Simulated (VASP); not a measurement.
# Sb (P6_3/mmc) in VASP: notebook

Runs on Sb. Level: r2SCAN. Tasks: relaxation of cell and atoms.

Everything below comes from runs of VASP 6.6.1. Logs are shortened: lines on timing, memory, paths and dates and some standing lists are left out, and cuts for length are marked.

## Step 1: The cell of the first run

It takes space group P6_3/mmc (No. 194, hexagonal). Conventional cell: a = 3.500 Å, b = 3.500 Å, c = 5.715 Å, α = 90.00°, β = 90.00°, γ = 120.00°. Sb (site symmetry -6m2) has 12 Sb at 3.50 Å within 4.6 Å.

## Step 2: Relaxation of cell and atoms, r2SCAN, target pressure 10 GPa, at which the enthalpy is minimised

Input file POSCAR:

```
Sb
1.0
    3.5000000000      0.0000000000      0.0000000000
   -1.7500000000      3.0310889132      0.0000000000
    0.0000000000      0.0000000000      5.7155000000
Sb
2
Direct
    0.3333333333      0.6666666667      0.2500000000
    0.6666666667      0.3333333333      0.7500000000
```

Input file INCAR.step1:

```
PREC     = Accurate       # precision mode
ENCUT    = 600            # plane-wave cutoff, eV
ISMEAR   = 0              # smearing method
SIGMA    = 0.1            # smearing width, eV
LREAL    = False          # projectors in reciprocal space
LASPH    = True           # aspherical terms in the spheres
NELM     = 100            # most SCF steps
GGA      = PE             # functional
ALGO     = Normal         # electronic algorithm
EDIFF    = 1E-4           # SCF threshold, eV
LWAVE    = True           # write WAVECAR
LCHARG   = False          # write CHGCAR
```

Input file INCAR.step2:

```
PREC     = Accurate       # precision mode
ENCUT    = 600            # plane-wave cutoff, eV
EDIFF    = 1E-6           # SCF threshold, eV
ISMEAR   = 0              # smearing method
SIGMA    = 0.1            # smearing width, eV
LREAL    = False          # projectors in reciprocal space
LASPH    = True           # aspherical terms in the spheres
NELM     = 100            # most SCF steps
ALGO     = Normal         # electronic algorithm
ISIF     = 3              # what is computed and relaxed
LWAVE    = False          # write WAVECAR
LCHARG   = False          # write CHGCAR
METAGGA  = R2SCAN         # meta-GGA
LMIXTAU  = True         
IBRION   = 2              # ionic algorithm
NSW      = 80             # ionic steps
EDIFFG   = -0.02          # ionic threshold
PSTRESS  = 100.0        
ISTART   = 1
```

Input file KPOINTS:

```
Automatic mesh
0
Gamma
  7 7 4
```

Potentials or basis: VASP PAW PBE potentials, release 64 (Sb).

On the command line:

```
> cat potpaw_PBE.64/Sb/POTCAR > POTCAR
> cp INCAR.step1 INCAR
> mpirun -np 1 vasp_std > vasp.out
> cp INCAR.step2 INCAR
> mpirun -np 1 vasp_std > vasp.out
```

OUTCAR:

```text
PREC = Accurate
   ENCUT = 600
   EDIFF = 1E-6
   ISMEAR = 0
   LREAL = False
   LASPH = True
   NELM = 100
   ISIF = 3
   METAGGA = R2SCAN
   IBRION = 2
   NSW = 80
   EDIFFG = -0.02
   PSTRESS = 100.0
   ISTART = 1

 ion  position               nearest neighbor table
   1  0.333  0.667  0.250-   2 3.50   2 3.50   2 3.50   2 3.50   2 3.50   2 3.50
   2  0.667  0.333  0.750-   1 3.50   1 3.50   1 3.50   1 3.50   1 3.50   1 3.50

  LATTYP: Found a hexagonal cell.
 ALAT       =     3.5000000000
 C/A-ratio  =     1.6330000000

  Lattice vectors:

 A1 = (   3.5000000000,   0.0000000000,   0.0000000000)
 A2 = (  -1.7500000000,   3.0310889132,   0.0000000000)
 A3 = (   0.0000000000,   0.0000000000,   5.7155000000)

Analysis of symmetry for initial positions (statically):
=====================================================================
 Subroutine PRICEL returns:
 Original cell was already a primitive cell.

 Routine SETGRP: Setting up the symmetry group for a
 hexagonal supercell.

 Subroutine GETGRP returns: Found 24 space group operations
 (whereof 12 operations were pure point group operations)
 out of a pool of 24 trial point group operations.

The static configuration has the point symmetry D_3d.
 The point group associated with its full space group is D_6h.

Analysis of symmetry for dynamics (positions and initial velocities):
=====================================================================
 Subroutine PRICEL returns:
 Original cell was already a primitive cell.

 Routine SETGRP: Setting up the symmetry group for a
 hexagonal supercell.

 Subroutine GETGRP returns: Found 24 space group operations
 (whereof 12 operations were pure point group operations)
 out of a pool of 24 trial point group operations.

The dynamic configuration has the point symmetry D_3d.
 The point group associated with its full space group is D_6h.

 Subroutine INISYM returns: Found 24 space group operations
 (whereof 12 operations are pure point group operations),
 and found     1 'primitive' translations

----------------------------------------------------------------------------------------

                                     Primitive cell

  volume of cell :      60.6347

  direct lattice vectors                    reciprocal lattice vectors
     3.500000000  0.000000000  0.000000000     0.285714286  0.164957220  0.000000000
    -1.750000000  3.031088913  0.000000000     0.000000000  0.329914440  0.000000000
     0.000000000  0.000000000  5.715500000     0.000000000  0.000000000  0.174962820

  length of vectors
     3.500000000  3.500000000  5.715500000     0.329914440  0.329914440  0.174962820

  position of ions in fractional coordinates (direct lattice)
     0.333333333  0.666666667  0.250000000
     0.666666667  0.333333333  0.750000000

  ion indices of the primitive-cell ions
   primitive index   ion index
                 1           1
                 2           2

----------------------------------------------------------------------------------------

 KPOINTS: Automatic mesh

Automatic generation of k-mesh.
 Grid dimensions read from file:
 generate k-points for:    7    7    4

 Generating k-lattice:

  Cartesian coordinates                     Fractional coordinates (reciprocal lattice)
     0.040816327  0.023565317  0.000000000     0.142857143  0.000000000  0.000000000
     0.000000000  0.047130634  0.000000000     0.000000000  0.142857143  0.000000000
     0.000000000  0.000000000  0.043740705     0.000000000  0.000000000  0.250000000

  Length of vectors
     0.047130634  0.047130634  0.043740705

  Shift w.r.t. Gamma in fractional coordinates (k-lattice)
     0.000000000  0.000000000  0.000000000

 Subroutine IBZKPT returns following result:
 ===========================================

 Found     24 irreducible k-points:

 Following reciprocal coordinates:
            Coordinates               Weight
  0.000000  0.000000  0.000000      1.000000
  0.142857  0.000000  0.000000      6.000000
  0.285714  0.000000  0.000000      6.000000
  0.428571  0.000000  0.000000      6.000000
  0.142857  0.142857  0.000000      6.000000
  0.285714  0.142857  0.000000     12.000000
[... 16 lines left out ...]
  0.428571  0.142857  0.500000      6.000000
  0.285714  0.285714  0.500000      6.000000
   k-points           NKPTS =     24   k-points in BZ     NKDIM =     24   number of bands    NBANDS=      9
   number of dos      NEDOS =    301   number of ions     NIONS =      2
   total plane-waves  NPLWV =  37632
   dimension x,y,z NGX =    28 NGY =   28 NGZ =   48
   dimension x,y,z NGXF=    56 NGYF=   56 NGZF=   96
   ions per type =               2
   NGX,Y,Z   is equivalent  to a cutoff of  13.30, 13.30, 13.96 a.u.
   NGXF,Y,Z  is equivalent  to a cutoff of  26.60, 26.60, 27.92 a.u.
 SYSTEM =  unknown system
   PREC   = accura    normal or accurate (medium, high low for compatibility)
   ISTART =      1    job   : 0-new  1-cont  2-samecut
   ICHARG =      0    charge: 1-file 2-atom 10-const
   ISPIN  =      1    spin polarized calculation?
   LNONCOLLINEAR =      F non collinear calculations
   LSORBIT =      F    spin-orbit coupling
   LASPH  =      T    aspherical Exc in radial PAW
   ENCUT  =  600.0 eV  44.10 Ry    6.64 a.u.   6.99  6.99 11.42*2*pi/ulx,y,z
   NELM   =    100;   NELMIN=  2; NELMDL=  0     # of ELM steps
   EDIFF  = 0.1E-05   stopping-criterion for ELM
   LREAL  =      F    real-space projection
   EDIFFG = -.2E-01   stopping-criterion for IOM
   NSW    =     80    number of steps for IOM
   IBRION =      2    ionic relax: 0-MD 1-quasi-New 2-CG
   NFREE  =      1    steps in history (QN), initial steepest desc. (CG)
   ISIF   =      3    stress and relaxation
   ISYM   =      2    0-nonsym 1-usesym 2-fastsym
   POTIM  = 0.5000    time-step for ionic-motion
   TEBEG  =    0.0;   TEEND  =   0.0 temperature during run
   PSTRESS=  100.0 pullay stress
   NELECT =      10.0000    total number of electrons
   NUPDOWN=      -1.0000    fix difference up-down
   EMIN   =  10.00;   EMAX   =-10.00  energy-range for DOS
   EFERMI =   0.00;   METHOD = LEGACY
   ISMEAR =     0;   SIGMA  =   0.10  broadening in eV -4-tet -1-fermi 0-gaus
   EFERMI_NEDOS =   21; number of points for ismear=-14 and -15
   IALGO  =     38    algorithm
   IMIX   =      4    mixing-type and parameters
     AMIX     =   0.40;   BMIX     =  1.00
     AMIX_MAG =   1.60;   BMIX_MAG =  1.00
  volume/ion in A,a.u.               =      30.32       204.59
  Fermi-wavevector in a.u.,A,eV,Ry     =   0.897776  1.696550 10.966312  0.806001
  Thomas-Fermi vector in A             =   2.020402
   LORBIT       =      0    0 simple, 1 ext, 2 COOP (PROOUT), +10 PAW based schemes
   METAGGA = R2SCAN    functional components
   LHFCALC =     F    Hartree Fock is set to
   AEXX    =    0.0000 exact exchange contribution
   IVDW    =     0    specifies the selected vdW correction
   LEPSILON=     F    determine dielectric tensor
   LRPA    =     F    only Hartree local field effects (RPA)
 conjugate gradient relaxation of ions
 non-spin polarized calculation
 Gauss-broadening in eV      SIGMA  =   0.10
  energy-cutoff  :      600.00
  volume of cell :       60.63
 maximum number of plane-waves:      2036
 NGX is ok and might be reduce to    28
   NGX = 13   NGY = 13   NGZ = 23

--------------------------------------- Ionic step        1  -------------------------------------------

 number of electron      10.0000000 magnetization

 Free energy of the ion-electron system (eV)
  ---------------------------------------------------
  ext. energy  EPLUGINS =         0.00000000
  ---------------------------------------------------
  free energy    TOTEN  =       -50.42960349 eV

  energy without entropy =      -50.41893104  energy(sigma->0) =      -50.42426727

------------------------ aborting loop because EDIFF is reached ----------------------------------------

  FORCE on cell =-STRESS in cart. coord.  units (eV):
  Direction    XX          YY          ZZ          XY          YZ          ZX
  --------------------------------------------------------------------------------------
  -------------------------------------------------------------------------------------
  Total       -1.9663421     -1.9663421     -2.3365633      0.0000000      0.0000000     -0.0000000
  in kB      -51.9575568    -51.9575568    -61.7400804      0.0000000      0.0000000     -0.0000000
  external PRESSURE =    -155.2183980 kB  Pullay stress =     100.0000000 kB

 VOLUME and BASIS-vectors are now :
 -----------------------------------------------------------------------------
  energy-cutoff  :      600.00
  volume of cell :       60.63
      direct lattice vectors                 reciprocal lattice vectors
     3.500000000  0.000000000  0.000000000     0.285714286  0.164957220  0.000000000
    -1.750000000  3.031088913  0.000000000     0.000000000  0.329914440  0.000000000
     0.000000000  0.000000000  5.715500000     0.000000000  0.000000000  0.174962820
[... 8 lines left out ...]
  FREE ENERGIE OF THE ION-ELECTRON SYSTEM (eV)
  ---------------------------------------------------
  free  energy   TOTEN  =       -50.4296034913 eV

  energy  without entropy=      -50.4189310436  energy(sigma->0) =      -50.42426727

  enthalpy is  TOTEN    =       -46.6450873047 eV   P V=        3.7845161866

--------------------------------------- Ionic step        2  -------------------------------------------

 number of electron      10.0000000 magnetization

 E-fermi :  13.6704     XC(G=0): -12.5170

 val. band max:       13.6443605302   @ k =   0.2857   0.0000   0.2500
 cond. band min:      13.7653995585   @ k =   0.1429   0.1429   0.2500
 fundamental gap:      0.1210390283
 Fermi energy:        13.6703516531

 k-point     1 :       0.0000    0.0000    0.0000
  band No.  band energies     occupation
      1      -3.2511      2.00000
      2       3.2540      2.00000
      3       4.9246      2.00000
      4      19.2056      0.00000
      5      19.2057      0.00000
      6      21.6307      0.00000
      7      21.6307      0.00000
      8      22.8774      0.00000
      9      23.3620      0.00000

 k-point     2 :       0.1429    0.0000    0.0000
  band No.  band energies     occupation
      1      -2.7433      2.00000
      2       3.7227      2.00000
      3       5.4622      2.00000
      4      15.0636      0.00000
      5      17.3334      0.00000
      6      19.7475      0.00000
      7      21.7193      0.00000
      8      21.7366      0.00000
      9      22.3964      0.00000
[... 519 lines left out ...]
  FREE ENERGIE OF THE ION-ELECTRON SYSTEM (eV)
  ---------------------------------------------------
  free  energy   TOTEN  =       -50.3911486820 eV

  energy  without entropy=      -50.3885041801  energy(sigma->0) =      -50.38982643

  enthalpy is  TOTEN    =       -47.3910746454 eV   P V=        3.0000740366

--------------------------------------- Ionic step        9  -------------------------------------------

 number of electron      10.0000000 magnetization

 Free energy of the ion-electron system (eV)
  ---------------------------------------------------
  ext. energy  EPLUGINS =         0.00000000
  ---------------------------------------------------
  free energy    TOTEN  =       -50.38429877 eV

  energy without entropy =      -50.38173901  energy(sigma->0) =      -50.38301889

 E-fermi :   9.9475     XC(G=0): -11.3918

 val. band max:        9.8167201828   @ k =   0.4286   0.1429   0.0000
 cond. band min:      10.0590695220   @ k =   0.2857   0.1429   0.0000
 fundamental gap:      0.2423493392
 Fermi energy:         9.9474732724

 k-point     1 :       0.0000    0.0000    0.0000
  band No.  band energies     occupation
      1      -4.5274      2.00000
      2       0.3829      2.00000
      3       3.1272      2.00000
      4      14.2437      0.00000
      5      14.2437      0.00000
      6      16.3049      0.00000
      7      16.3049      0.00000
      8      17.0633      0.00000
      9      18.7213      0.00000

 k-point     2 :       0.1429    0.0000    0.0000
  band No.  band energies     occupation
      1      -4.1085      2.00000
      2       0.7595      2.00000
      3       3.5608      2.00000
      4      11.0338      0.00000
      5      12.9231      0.00000
      6      14.5126      0.00000
      7      16.2939      0.00000
      8      16.4747      0.00000
      9      17.7288      0.00000
[... 284 lines left out ...]
 POSITION                                       TOTAL-FORCE (eV/Angst)
 -----------------------------------------------------------------------------------
     -0.00000      1.87743      1.30918         0.000000     -0.000000      0.000000
      1.62590      0.93871      3.92754        -0.000000      0.000000     -0.000000
 -----------------------------------------------------------------------------------
    total drift:                               -0.000000      0.000000      0.000000

  FREE ENERGIE OF THE ION-ELECTRON SYSTEM (eV)
  ---------------------------------------------------
  free  energy   TOTEN  =       -50.3842987747 eV

  energy  without entropy=      -50.3817390091  energy(sigma->0) =      -50.38301889

  enthalpy is  TOTEN    =       -47.3911567093 eV   P V=        2.9931420653

 reached required accuracy - stopping structural energy minimisation
```

Run time: 4.2 min. Hardware: 1 thread of Intel Xeon Platinum 8124M at 3.00GHz (Skylake/Cascade Lake), shared host; peak memory 0.21 GiB.

Results:

```
Free energy                                            : -50.3843 eV
Relaxed volume                                         : 23.98 Å³/atom
Relaxed cell                                           : a = 3.252 Å, b = 3.252 Å, c = 5.237 Å, α = 90.00°, β = 90.00°, γ = 120.00°
Space group after relaxing (to 0.05 Å)                 : P6_3/mmc (No. 194)
Energy change on relaxing (the enthalpy is what falls) : +22.7 meV/atom
Ionic steps                                            : 9
Pressure after relaxing                                : 10.0 GPa
Band gap on the k mesh                                 : zero (band 5 reaches 15.29 eV, above the bottom of band 6 at 6.86 eV)
```

The path:
```csv
step,energy change (eV),largest force (eV/Å),pressure (GPa),volume (Å³)
1,0.0000,0.0000,-5.52,60.63
2,1.5986,0.0000,48.35,38.34
3,0.0143,0.0000,8.87,48.50
4,0.0375,0.0000,9.73,48.10
5,0.0519,0.0000,10.24,47.87
6,0.0510,0.0000,10.22,47.86
7,0.0510,0.0000,10.22,47.87
8,0.0385,0.0000,9.77,48.07
9,0.0453,0.0000,10.01,47.96
```

Final structure:
```
CELL_PARAMETERS angstrom
3.25180 0.00000 0.00000
-1.62590 2.81614 0.00000
0.00000 0.00000 5.23672
ATOMIC_POSITIONS crystal
Sb 0.33333 0.66667 0.25000
Sb 0.66667 0.33333 0.75000
```

Caveat: the cell is relaxed towards a set pressure, so the enthalpy falls and the energy may rise; the volume moved by over 15 % at a fixed basis, so the end points are rough; the PAW data sets were made with another functional, which shifts forces and pressure a little; spin-orbit coupling is left out, which moves the levels of the heavy elements.

## Step 3: Relaxation of cell and atoms, r2SCAN, target pressure 20 GPa, at which the enthalpy is minimised

POSCAR is that of step 2.

Input file INCAR.step1:

```
SYSTEM = Sb
PREC = Accurate ; ENCUT = 600
ISMEAR = 0 ; SIGMA = 0.1
LREAL = .FALSE. ; LASPH = .TRUE.
NELM = 100 ; GGA = PE
ALGO = Normal ; EDIFF = 1E-4
LWAVE = .TRUE. ; LCHARG = .FALSE.
```

Input file INCAR.step2:

```
SYSTEM = Sb
PREC = Accurate ; ENCUT = 600
EDIFF = 1E-6 ; ISMEAR = 0
SIGMA = 0.1 ; LREAL = .FALSE.
LASPH = .TRUE. ; NELM = 100
ALGO = Normal ; ISIF = 3
LWAVE = .FALSE. ; LCHARG = .FALSE.
METAGGA = R2SCAN ; LMIXTAU = .TRUE.
IBRION = 2 ; NSW = 80
EDIFFG = -0.02 ; PSTRESS = 200.0
ISTART = 1
```

Input file KPOINTS:

```
regular mesh
0
G
  7 7 4
  0 0 0
```

Potentials or basis: VASP PAW PBE potentials, release 64 (Sb).

On the command line:

```
> cat potpaw_PBE.64/Sb/POTCAR > POTCAR
> cp INCAR.step1 INCAR
> mpirun -np 1 vasp_std > vasp.out
> cp INCAR.step2 INCAR
> mpirun -np 1 vasp_std > vasp.out
```

It took 7.7 min on 1 thread of Intel Xeon Platinum 8124M at 3.00GHz (Skylake/Cascade Lake), shared host; peak memory 0.21 GiB.

The run converged. Its results:

```yaml
Free_energy: -50.0736 eV
Relaxed_volume: 22.06 Å³/atom
Relaxed_cell: a = 3.233 Å, b = 3.233 Å, c = 4.876 Å, α = 90.00°, β = 90.00°, γ = 120.00°
Space_group_after_relaxing_to_0.05_Å: P6_3/mmc (No. 194)
Energy_change_on_relaxing_the_enthalpy_is_what_falls: +178.0 meV/atom
Ionic_steps: 16
Pressure_after_relaxing: 20.0 GPa
Band_gap_on_the_k_mesh: zero (band 5 reaches 16.33 eV, above the bottom of band 6 at 7.73 eV)
```

Step by step:
| step | energy change (eV) | largest force (eV/Å) | pressure (GPa) | volume (Å³) |
| --- | --- | --- | --- | --- |
| 1 | 0.0000 | 0.0000 | -5.52 | 60.63 |
| 2 | 9.0097 | 0.0000 | 209.20 | 27.36 |
| 3 | 0.1971 | 0.0000 | 14.93 | 46.02 |
| 4 | 0.2929 | 0.0000 | 17.70 | 45.07 |
| 5 | 0.3799 | 0.0000 | 20.07 | 44.33 |
| 6 | 0.3442 | 0.0000 | 19.11 | 44.63 |
| 7 | 0.3460 | 0.0000 | 19.12 | 44.59 |
| 8 | 0.3464 | 0.0000 | 19.10 | 44.58 |
| 9 | 0.3467 | 0.0000 | 19.03 | 44.57 |
| 10 | 0.3439 | 0.0000 | 18.79 | 44.55 |
| 11 | 0.3328 | 0.0000 | 18.67 | 44.50 |
| 12 | 0.3241 | 0.0000 | 19.05 | 44.39 |
| 13 | 0.3319 | 0.0000 | 19.40 | 44.34 |
| 14 | 0.3260 | 0.0000 | 19.18 | 44.37 |
| 15 | 0.4752 | 0.0000 | 23.18 | 43.24 |
| 16 | 0.3560 | 0.0000 | 20.00 | 44.12 |

Final structure:
```
CELL_PARAMETERS angstrom
3.23264 0.00000 0.00000
-1.61632 2.79955 0.00000
0.00000 0.00000 4.87571
ATOMIC_POSITIONS crystal
Sb 0.33333 0.66667 0.25000
Sb 0.66667 0.33333 0.75000
```

Levels at points of the mesh, in eV from the Fermi level:
```
           k point  band 3  band 4  band 5  band 6  band 7  band 8
(0.00, 0.00, 0.00)   -7.27    3.78    3.78    6.27    6.27    8.22
(0.00, 0.00, 0.50)    0.71    0.71    5.11    5.11    5.11    5.11
```

Caveat: the cell is relaxed towards a set pressure, so the enthalpy falls and the energy may rise; the volume moved by over 15 % at a fixed basis, so the end points are rough; the PAW data sets were made with another functional, which shifts forces and pressure a little; spin-orbit coupling is left out, which moves the levels of the heavy elements.
